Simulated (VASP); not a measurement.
The system is ScAl2.

```
Sc Al
1.0
     0.00000    3.79330    3.79330
     3.79330    0.00000    3.79330
     3.79330    3.79330    0.00000
Sc Al
2 4
Direct
  0.50000 0.50000 0.50000
  0.75000 0.75000 0.75000
  0.12500 0.12500 0.12500
  0.62500 0.12500 0.12500
  0.12500 0.62500 0.12500
  0.12500 0.12500 0.62500
```

* Program: VASP 6.6.1
* Task: relaxation of cell and atoms
* Functional: LDA
* Potentials or basis: VASP PAW LDA potentials, release 64 (Sc_sv, Al)
* Cutoff: 600 eV
* k mesh: 8 × 8 × 8
* Occupations: gaussian, width 0.1 eV
* Spin: no spin polarisation

At the start: pressure -4.6 GPa; volume 18.19 Å³/atom.

Task: How do energy, volume and symmetry change on relaxing?

Result: Over 3 steps the energy falls by 13.7 meV/atom and the volume is 17.27 Å³/atom (-5.1 %); space group Fd-3m (No. 227, to 0.1 Å) before and after.

Step by step:
| step | energy change (eV) | largest force (eV/Å) | pressure (GPa) | volume (Å³) |
| --- | --- | --- | --- | --- |
| 1 | 0.0000 | 0.0000 | -4.55 | 109.16 |
| 2 | -0.0637 | 0.0000 | 2.44 | 101.20 |
| 3 | -0.0820 | 0.0000 | 0.01 | 103.64 |

Final structure:
```
Sc Al
1.0
     0.00000    3.72823    3.72823
     3.72823    0.00000    3.72823
     3.72823    3.72823    0.00000
Sc Al
2 4
Direct
  0.50000 0.50000 0.50000
  0.75000 0.75000 0.75000
  0.12500 0.12500 0.12500
  0.62500 0.12500 0.12500
  0.12500 0.62500 0.12500
  0.12500 0.12500 0.62500
```
